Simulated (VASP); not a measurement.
Crystal: Ti.

```
Ti
1.0
     2.67171    0.00000    0.00000
     0.00000    2.67171    0.00000
     0.00000    0.00000    2.67171
Ti
1
Direct
  0.00000 0.00000 0.00000
```

| Quantity | Value |
| --- | --- |
| Program | VASP 6.6.1 |
| Task | relaxation of cell and atoms |
| Functional | r2SCAN |
| Potentials or basis | VASP PAW PBE potentials, release 64 (Ti_sv) |
| Cutoff | 600 eV |
| k mesh | 12 × 12 × 12 |
| Occupations | fermi-dirac, width 0.1 eV |
| Spin | no spin polarisation |

At the start: pressure -3.1 GPa; volume 19.07 Å³/atom.

**Question.** Where does the relaxation end?

**Answer.** Over 3 steps the energy falls by 7.5 meV/atom and the volume is 18.31 Å³/atom (-4.0 %); space group Pm-3m (No. 221, to 0.05 Å).

The path:
```csv
step,energy change (eV),largest force (eV/Å),pressure (GPa),volume (Å³)
1,0.0000,0.0000,-3.07,19.07
2,-0.0068,0.0000,1.04,18.08
3,-0.0075,0.0000,-0.03,18.31
```

Final structure:
```cif
data_structure
_symmetry_space_group_name_H-M 'P 1'
_symmetry_Int_Tables_number 1
_cell_length_a 2.6356
_cell_length_b 2.6356
_cell_length_c 2.6356
_cell_angle_alpha 90.000
_cell_angle_beta 90.000
_cell_angle_gamma 90.000
_cell_volume 18.31
loop_
_atom_site_label
_atom_site_type_symbol
_atom_site_fract_x
_atom_site_fract_y
_atom_site_fract_z
_atom_site_occupancy
Ti1 Ti 0.00000 0.00000 0.00000 1
```

Caveat: the PAW data sets were made with another functional, which shifts forces and pressure a little.
